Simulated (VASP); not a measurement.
# TiSe2 (P-3m1) in VASP: further runs

The runs below take TiSe2 through single point, with PBE.

The COD entry that gives the cell may itself be a prediction, so a difference from it is no test against experiment.

Everything below comes from runs of VASP 6.6.1. Logs are shortened: lines on timing, memory, paths and dates and some standing lists are left out, and cuts for length are marked.

## 1. The cell of the first run

The structure is trigonal, space group P-3m1 (No. 164). The conventional cell has a = 3.512 Å, b = 3.512 Å, c = 5.964 Å, α = 90.00°, β = 90.00°, γ = 120.00°. Ti (site symmetry -3m) has 6 Se at 2.54 Å within 3.3 Å. Within 3.3 Å of Se (site symmetry 3m) lie 3 Ti at 2.54 Å.

## 2. Single point, PBE

The input, INCAR:

```
SYSTEM = TiSe2
PREC = Accurate
ENCUT = 500
EDIFF = 1E-6
ISMEAR = -1
SIGMA = 0.1
LREAL = .FALSE.
LASPH = .TRUE.
NELM = 120
ALGO = Normal
ISIF = 2
LWAVE = .FALSE.
LCHARG = .TRUE.
GGA = PE
LELF = .TRUE.
LVHAR = .TRUE.
NBANDS = 19
GGA_COMPAT = .FALSE.
```

The input, KPOINTS:

```
regular mesh
0
G
  7 7 4
  0 0 0
```

The input, POSCAR:

```
TiSe2
1.0
    3.5122677413      0.0000000000      0.0000000000
   -1.7561338707      3.0417172331      0.0000000000
    0.0000000000      0.0000000000      5.9637034838
Ti Se
1 2
Direct
    0.0000000000      0.0000000000      0.0000000000
    0.3333333333      0.6666666667      0.2552000000
    0.6666666667      0.3333333333      0.7448000000
```

Potentials or basis: VASP PAW PBE potentials, release 64 (Ti_sv, Se).

Started as:

```sh
$ cat potpaw_PBE.64/Ti_sv/POTCAR potpaw_PBE.64/Se/POTCAR > POTCAR
$ mpirun -np 1 vasp_std > vasp.out
```

OUTCAR:

```text
SYSTEM = TiSe2
   PREC = Accurate
   ENCUT = 500
   EDIFF = 1E-6
   ISMEAR = -1
   LREAL = .FALSE.
   LASPH = .TRUE.
   NELM = 120
   ISIF = 2
   GGA = PE

 ion  position               nearest neighbor table
   1  0.000  0.000  0.000-   2 2.54   3 2.54   3 2.54   2 2.54   3 2.54   2 2.54
   2  0.333  0.667  0.255-   1 2.54   1 2.54   1 2.54
   3  0.667  0.333  0.745-   1 2.54   1 2.54   1 2.54

  LATTYP: Found a hexagonal cell.
 ALAT       =     3.5122677413
 C/A-ratio  =     1.6979638009

  Lattice vectors:

 A1 = (   3.5122677413,   0.0000000000,   0.0000000000)
 A2 = (  -1.7561338707,   3.0417172331,   0.0000000000)
 A3 = (   0.0000000000,   0.0000000000,   5.9637034838)

Analysis of symmetry for initial positions (statically):
=====================================================================
 Subroutine PRICEL returns:
 Original cell was already a primitive cell.

 Routine SETGRP: Setting up the symmetry group for a
 hexagonal supercell.

 Subroutine GETGRP returns: Found 12 space group operations
 (whereof 12 operations were pure point group operations)
 out of a pool of 24 trial point group operations.

The static configuration has the point symmetry D_3d.

Analysis of symmetry for dynamics (positions and initial velocities):
=====================================================================
 Subroutine PRICEL returns:
 Original cell was already a primitive cell.

 Routine SETGRP: Setting up the symmetry group for a
 hexagonal supercell.

 Subroutine GETGRP returns: Found 12 space group operations
 (whereof 12 operations were pure point group operations)
 out of a pool of 24 trial point group operations.

The dynamic configuration has the point symmetry D_3d.

 Subroutine INISYM returns: Found 12 space group operations
 (whereof 12 operations are pure point group operations),
 and found     1 'primitive' translations

----------------------------------------------------------------------------------------

                                     Primitive cell

  volume of cell :      63.7122

  direct lattice vectors                    reciprocal lattice vectors
     3.512267741  0.000000000  0.000000000     0.284716335  0.164380829  0.000000000
    -1.756133871  3.041717233  0.000000000     0.000000000  0.328761658  0.000000000
     0.000000000  0.000000000  5.963703484     0.000000000  0.000000000  0.167681040

  length of vectors
     3.512267741  3.512271330  5.963703484     0.328761994  0.328761658  0.167681040

  position of ions in fractional coordinates (direct lattice)
     0.000000000  0.000000000  0.000000000
     0.333333333  0.666666667  0.255200000
     0.666666667  0.333333333  0.744800000

  ion indices of the primitive-cell ions
   primitive index   ion index
                 1           1
                 2           2
                 3           3

----------------------------------------------------------------------------------------

 KPOINTS: regular mesh

Automatic generation of k-mesh.
 Grid dimensions read from file:
 generate k-points for:    7    7    4

 Generating k-lattice:

  Cartesian coordinates                     Fractional coordinates (reciprocal lattice)
     0.040673762  0.023482976  0.000000000     0.142857143  0.000000000  0.000000000
     0.000000000  0.046965951  0.000000000     0.000000000  0.142857143  0.000000000
     0.000000000  0.000000000  0.041920260     0.000000000  0.000000000  0.250000000

  Length of vectors
     0.046965999  0.046965951  0.041920260

  Shift w.r.t. Gamma in fractional coordinates (k-lattice)
     0.000000000  0.000000000  0.000000000

 Subroutine IBZKPT returns following result:
 ===========================================

 Found     28 irreducible k-points:

 Following reciprocal coordinates:
            Coordinates               Weight
  0.000000  0.000000  0.000000      1.000000
  0.142857 -0.000000  0.000000      6.000000
  0.285714  0.000000  0.000000      6.000000
  0.428571  0.000000  0.000000      6.000000
  0.142857  0.142857  0.000000      6.000000
  0.285714  0.142857  0.000000     12.000000
[... 16 lines left out ...]
  0.285714  0.000000  0.500000      6.000000
  0.428571  0.000000  0.500000      6.000000
 [... further k-points ...]
   k-points           NKPTS =     28   k-points in BZ     NKDIM =     28   number of bands    NBANDS=     19
   number of dos      NEDOS =    301   number of ions     NIONS =      3
   total plane-waves  NPLWV =  37632
   dimension x,y,z NGX =    28 NGY =   28 NGZ =   48
   dimension x,y,z NGXF=    56 NGYF=   56 NGZF=   96
   ions per type =               1   2
   NGX,Y,Z   is equivalent  to a cutoff of  13.25, 13.25, 13.38 a.u.
   NGXF,Y,Z  is equivalent  to a cutoff of  26.51, 26.51, 26.76 a.u.
 SYSTEM =  TiSe2
   PREC   = accura    normal or accurate (medium, high low for compatibility)
   ISTART =      0    job   : 0-new  1-cont  2-samecut
   ICHARG =      2    charge: 1-file 2-atom 10-const
   ISPIN  =      1    spin polarized calculation?
   LNONCOLLINEAR =      F non collinear calculations
   LSORBIT =      F    spin-orbit coupling
   LASPH  =      T    aspherical Exc in radial PAW
   ENCUT  =  500.0 eV  36.75 Ry    6.06 a.u.   6.40  6.40 10.87*2*pi/ulx,y,z
   NELM   =    120;   NELMIN=  2; NELMDL= -5     # of ELM steps
   EDIFF  = 0.1E-05   stopping-criterion for ELM
   LREAL  =      F    real-space projection
   EDIFFG = 0.1E-04   stopping-criterion for IOM
   NSW    =      0    number of steps for IOM
   IBRION =     -1    ionic relax: 0-MD 1-quasi-New 2-CG
   NFREE  =      0    steps in history (QN), initial steepest desc. (CG)
   ISIF   =      2    stress and relaxation
   ISYM   =      2    0-nonsym 1-usesym 2-fastsym
   POTIM  = 0.5000    time-step for ionic-motion
   TEBEG  =    0.0;   TEEND  =   0.0 temperature during run
   PSTRESS=    0.0 pullay stress
   NELECT =      24.0000    total number of electrons
   NUPDOWN=      -1.0000    fix difference up-down
   EMIN   =  10.00;   EMAX   =-10.00  energy-range for DOS
   EFERMI =   0.00;   METHOD = LEGACY
   ISMEAR =    -1;   SIGMA  =   0.10  broadening in eV -4-tet -1-fermi 0-gaus
   EFERMI_NEDOS =   21; number of points for ismear=-14 and -15
   IALGO  =     38    algorithm
   IMIX   =      4    mixing-type and parameters
     AMIX     =   0.40;   BMIX     =  1.00
     AMIX_MAG =   1.60;   BMIX_MAG =  1.00
  volume/ion in A,a.u.               =      21.24       143.32
  Fermi-wavevector in a.u.,A,eV,Ry     =   1.182327  2.234275 19.019557  1.397898
  Thomas-Fermi vector in A             =   2.318584
   LORBIT       =      0    0 simple, 1 ext, 2 COOP (PROOUT), +10 PAW based schemes
   GGA     = PE    functional components
   LHFCALC =     F    Hartree Fock is set to
   AEXX    =    0.0000 exact exchange contribution
   IVDW    =     0    specifies the selected vdW correction
   LEPSILON=     F    determine dielectric tensor
   LRPA    =     F    only Hartree local field effects (RPA)
 non-spin polarized calculation
  energy-cutoff  :      500.00
  volume of cell :       63.71
 maximum number of plane-waves:      1643
 NGX is ok and might be reduce to    28
   NGX = 13   NGY = 13   NGZ = 21

 number of electron      24.0000001 magnetization

 Free energy of the ion-electron system (eV)
  ---------------------------------------------------
  ext. energy  EPLUGINS =         0.00000000
  ---------------------------------------------------
  free energy    TOTEN  =       -18.16961959 eV

  energy without entropy =      -18.13897135  energy(sigma->0) =      -18.15429547

 E-fermi :   4.9922     XC(G=0): -10.0920

 val. band max:        4.9836620359   @ k =   0.0000   0.4286   0.2500
 cond. band min:       5.0265423472   @ k =   0.1429  -0.0000   0.0000
 fundamental gap:      0.0428803113
 Fermi energy:         4.9921928722

 k-point     1 :       0.0000    0.0000    0.0000
  band No.  band energies     occupation
      1     -52.5416      2.00000
      2     -28.7756      2.00000
      3     -28.7626      2.00000
      4     -28.7626      2.00000
      5      -9.0715      2.00000
      6      -7.5817      2.00000
[... 11 lines left out ...]
     18      10.6881      0.00000
     19      11.0051      0.00000

 k-point     2 :       0.1429   -0.0000    0.0000
  band No.  band energies     occupation
      1     -52.5400      2.00000
      2     -28.7810      2.00000
      3     -28.7715      2.00000
      4     -28.7667      2.00000
      5      -8.8479      2.00000
      6      -7.5087      2.00000
[... 11 lines left out ...]
     18      11.8716      0.00000
     19      12.1517      0.00000

 k-point     3 :       0.2857    0.0000    0.0000
  band No.  band energies     occupation
      1     -52.5365      2.00000
      2     -28.8219      2.00000
      3     -28.7760      2.00000
      4     -28.7625      2.00000
      5      -8.2630      2.00000
      6      -7.3494      2.00000
[... 11 lines left out ...]
     18      11.9450      0.00000
     19      12.5967      0.00000

 k-point     4 :       0.4286    0.0000    0.0000
  band No.  band energies     occupation
      1     -52.5337      2.00000
      2     -28.8544      2.00000
      3     -28.7834      2.00000
      4     -28.7552      2.00000
      5      -7.6100      2.00000
      6      -7.2928      2.00000
[... 11 lines left out ...]
     18      11.4058      0.00000
     19      11.9075      0.00000

 k-point     5 :       0.1429    0.1429    0.0000
  band No.  band energies     occupation
      1     -52.5375      2.00000
      2     -28.8078      2.00000
      3     -28.7763      2.00000
      4     -28.7648      2.00000
      5      -8.4421      2.00000
      6      -7.3900      2.00000
[... 11 lines left out ...]
     18      13.0929      0.00000
     19      13.3281      0.00000
[... 334 lines left out ...]
      2     -28.7757      2.00000
      3     -28.7626      2.00000
      4     -28.7626      2.00000
      5      -8.6610      2.00000
      6      -8.1833      2.00000
[... 11 lines left out ...]
     18      11.1705      0.00000
     19      12.6872      0.00000

 k-point    22 :       0.1429   -0.0000    0.5000
  band No.  band energies     occupation
      1     -52.5400      2.00000
      2     -28.7809      2.00000
      3     -28.7716      2.00000
      4     -28.7667      2.00000
      5      -8.4500      2.00000
      6      -8.0626      2.00000
[... 11 lines left out ...]
     18      12.2353      0.00000
     19      13.2765      0.00000

 k-point    23 :       0.2857    0.0000    0.5000
  band No.  band energies     occupation
      1     -52.5365      2.00000
      2     -28.8219      2.00000
      3     -28.7760      2.00000
      4     -28.7625      2.00000
      5      -7.9344      2.00000
      6      -7.7465      2.00000
[... 11 lines left out ...]
     18      11.5520      0.00000
     19      12.0570      0.00000

 k-point    24 :       0.4286    0.0000    0.5000
  band No.  band energies     occupation
      1     -52.5337      2.00000
      2     -28.8544      2.00000
      3     -28.7834      2.00000
      4     -28.7553      2.00000
      5      -7.5740      2.00000
      6      -7.3154      2.00000
[... 11 lines left out ...]
     18      10.3899      0.00000
     19      11.1778      0.00000

 [... further k-points ...]
[... 5 lines left out ...]
  --------------------------------------------------------------------------------------
  -------------------------------------------------------------------------------------
  Total        1.1287050      1.1287081      1.7057277     -0.0000000      0.0000000      0.0000000
  in kB       28.3836695     28.3837468     42.8941220     -0.0000000      0.0000000      0.0000000
  external PRESSURE =      33.2205128 kB  Pullay stress =       0.0000000 kB

 VOLUME and BASIS-vectors are now :
 -----------------------------------------------------------------------------
  energy-cutoff  :      500.00
  volume of cell :       63.71
      direct lattice vectors                 reciprocal lattice vectors
     3.512267741  0.000000000  0.000000000     0.284716335  0.164380829  0.000000000
    -1.756133871  3.041717233  0.000000000     0.000000000  0.328761658  0.000000000
     0.000000000  0.000000000  5.963703484     0.000000000  0.000000000  0.167681040

 POSITION                                       TOTAL-FORCE (eV/Angst)
 -----------------------------------------------------------------------------------
      0.00000      0.00000      0.00000         0.000000      0.000000     -0.000000
     -0.00000      2.02781      1.52194        -0.000000     -0.000000      0.306230
      1.75613      1.01391      4.44177         0.000000      0.000000     -0.306230
 -----------------------------------------------------------------------------------
    total drift:                                0.000000     -0.000000     -0.000000

  FREE ENERGIE OF THE ION-ELECTRON SYSTEM (eV)
  ---------------------------------------------------
  free  energy   TOTEN  =       -18.1696195926 eV

  energy  without entropy=      -18.1389713509  energy(sigma->0) =      -18.15429547
```

Run time: 68 s. Hardware: 1 thread of Intel Xeon 8259CL, shared host; peak memory 0.19 GiB.

Results:

```
Free energy            : -18.1696 eV
Pressure               : 3.3 GPa
Largest force          : 0.306 eV/Å
Band gap on the k mesh : zero (band 12 reaches 5.48 eV, above the bottom of band 13 at 4.91 eV)
```

Forces in eV/Å, atoms in the order of the input:
```
Ti   0.000  0.000  0.000
Se   0.000  0.000  0.306
Se   0.000  0.000 -0.306
```

Caveat: this functional lacks dispersion, which binds the layers, so the pressure and a relaxed spacing across them are unreliable.

## 3. Single point, PBE

This run uses another cell than the first one, of 22.54 Å³/atom, 1.061 times its volume.

The input, INCAR:

```
SYSTEM = TiSe2
  PREC = Accurate
  ENCUT = 500
  EDIFF = 1E-6
  ISMEAR = -1
  SIGMA = 0.1
  LREAL = .False.
  LASPH = .True.
  NELM = 120
  ALGO = Normal
  ISIF = 2
  LWAVE = .False.
  LCHARG = .True.
  GGA = PE
  LELF = .True.
  LVHAR = .True.
  NBANDS = 19
  GGA_COMPAT = .False.
```

The input, KPOINTS:

```
regular mesh
0
Gamma
  7 7 4
  0 0 0
```

The input, POSCAR:

```
TiSe2
1.0
    3.5825316519      0.0000000000      0.0000000000
   -1.7912658260      3.1025676475      0.0000000000
    0.0000000000      0.0000000000      6.0830090605
Ti Se
1 2
Direct
    0.0000000000      0.0000000000      0.0000000000
    0.3333333333      0.6666666667      0.2552000000
    0.6666666667      0.3333333333      0.7448000000
```

Potentials or basis: VASP PAW PBE potentials, release 64 (Ti_sv, Se).

Started as:

```sh
$ cat potpaw_PBE.64/Ti_sv/POTCAR potpaw_PBE.64/Se/POTCAR > POTCAR
$ mpirun -np 1 vasp_std > vasp.out
```

Wall time 71 s (1 thread of Intel Xeon 8259CL, shared host); peak memory 0.2 GiB.

The run converged. Its results:

```yaml
Free_energy: -18.1889 eV
Pressure: -1.5 GPa
Largest_force: 0.278 eV/Å
Band_gap_on_the_k_mesh: zero (band 12 reaches 4.81 eV, above the bottom of band 13 at 4.35 eV)
```

Forces in eV/Å, atoms in the order of the input:
```
Ti   0.000  0.000  0.000
Se   0.000  0.000 -0.278
Se   0.000  0.000  0.278
```

Stress tensor (GPa, compression positive):
```
-1.97  0.00  0.00
 0.00 -1.97  0.00
 0.00  0.00 -0.69
```

Levels at points of the mesh, in eV from the Fermi level:
```
           k point  band 9  band 10  band 11  band 12  band 13  band 14  band 15  band 16
(0.00, 0.00, 0.00)   -2.21     0.15     0.42     0.42     0.46     0.46     0.66     3.16
(0.00, 0.00, 0.50)   -2.16    -2.16     0.22     0.22     0.45     0.45     1.15     3.46
```

Caveat: this functional lacks dispersion, which binds the layers, so the pressure and a relaxed spacing across them are unreliable.

## 4. Single point, PBE

This run uses another cell than the first one, of 23.19 Å³/atom, 1.092 times its volume.

The input, INCAR:

```
PREC     = Accurate       # precision mode
ENCUT    = 500            # plane-wave cutoff, eV
EDIFF    = 1E-6           # SCF threshold, eV
ISMEAR   = -1             # smearing method
SIGMA    = 0.1            # smearing width, eV
LREAL    = F              # projectors in reciprocal space
LASPH    = T              # aspherical terms in the spheres
NELM     = 120            # most SCF steps
ALGO     = Normal         # electronic algorithm
ISIF     = 2              # what is computed and relaxed
LWAVE    = F              # write WAVECAR
LCHARG   = T              # write CHGCAR
GGA      = PE             # functional
LELF     = T              # ELF
LVHAR    = T            
NBANDS   = 19             # bands
GGA_COMPAT= F
```

The input, KPOINTS:

```
Automatic mesh
0
Gamma
  7 7 4
```

The input, POSCAR:

```
TiSe2
1.0
    3.6166530546      0.0000000000      0.0000000000
   -1.8083265273      3.1321176893      0.0000000000
    0.0000000000      0.0000000000      6.1409459671
Ti Se
1 2
Direct
    0.0000000000      0.0000000000      0.0000000000
    0.3333333333      0.6666666667      0.2552000000
    0.6666666667      0.3333333333      0.7448000000
```

Started as:

```sh
$ cat potpaw_PBE.64/Ti_sv/POTCAR potpaw_PBE.64/Se/POTCAR > POTCAR
$ mpirun -np 1 vasp_std > vasp.out
```

Wall time 80 s (1 thread of Intel Xeon 8259CL, shared host); peak memory 0.2 GiB.

It converged, with:

```
Free energy            : -18.1581 eV
Pressure               : -3.5 GPa
Largest force          : 0.526 eV/Å
Band gap on the k mesh : zero (band 12 reaches 4.50 eV, above the bottom of band 13 at 4.10 eV)
```

Forces in eV/Å, atoms in the order of the input:
```
Ti   0.000  0.000  0.000
Se   0.000  0.000 -0.526
Se   0.000  0.000  0.526
```

Stress tensor (GPa, compression positive):
```
-3.90  0.00  0.00
 0.00 -3.90  0.00
 0.00  0.00 -2.72
```

Levels at points of the mesh, in eV from the Fermi level:
```
           k point  band 8  band 9  band 10  band 11  band 12  band 13  band 14  band 15  band 16  band 17
(0.00, 0.00, 0.00)   -2.15   -2.15     0.12     0.38     0.38     0.45     0.45     0.65     3.05     3.05
(0.00, 0.00, 0.50)   -2.36   -2.10    -2.10     0.19     0.19     0.44     0.44     1.09     3.32     3.32
```

Caveat: this functional lacks dispersion, which binds the layers, so the pressure and a relaxed spacing across them are unreliable.

## 5. Summary

```tsv
cell	gap on the mesh (eV)	pressure (GPa)	largest force (eV/Å)
a = 3.512, b = 3.512, c = 5.964 Å, angles 90.0, 90.0, 120.0°, 3 atoms	none	3.3	0.31
a = 3.583, b = 3.583, c = 6.083 Å, angles 90.0, 90.0, 120.0°, 3 atoms	none	-1.5	0.28
a = 3.617, b = 3.617, c = 6.141 Å, angles 90.0, 90.0, 120.0°, 3 atoms	none	-3.5	0.53
```

Alike in all rows: task single point; level PBE; potentials or basis VASP PAW PBE potentials, release 64 (Ti_sv, Se); no spin polarisation; k mesh 7 × 7 × 4; cutoff (eV) 500; smearing fermi-dirac 0.1 eV.

Caveats: this functional lacks dispersion, which binds the layers, so the pressure and a relaxed spacing across them are unreliable.

Absolute energies hang on the potentials; compare differences alone.
